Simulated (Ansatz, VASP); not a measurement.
**ZrN in VASP and in Ansatz**

```
Zr N
1.0
     0.00000    2.29427    2.29427
     2.29427    0.00000    2.29427
     2.29427    2.29427    0.00000
Zr N
1 1
Direct
  0.50000 0.50000 0.50000
  0.00000 0.00000 0.00000
```

Alike in both runs: task single point; functional PBE; k mesh 2 × 2 × 2; collinear spin.

|  | VASP | Ansatz |
| --- | --- | --- |
| version | VASP 6.6.1 | Ansatz 0.2.0 |
| potentials or method | VASP PAW PBE potentials, release 64 (Zr_sv, N), cutoff 600 eV | scalar-relativistic, plane waves, PAW |
| occupations | methfessel-paxton of order 1, width 0.136057 eV | methfessel-paxton of order 1 |
| valence electrons in the cell | 17 | 17 |

```csv
,VASP,Ansatz,Ansatz less VASP
gap on the k mesh at the Fermi level (eV),none,none,-
pressure (GPa),0.8,0.6,-0.19
net moment per atom (μB),0.13,0.13,0.000
size of the moment on the site where the two differ most (μB),0.20,0.13,-0.077
```

Site moments also hang on the region over which each program counts them. A gap of «none» marks a metal or a gap that the smearing closes. Ansatz's warnings: seeded moment not kept, stability check not made.

The k mesh is coarse, so the values compare programs but aren't converged.
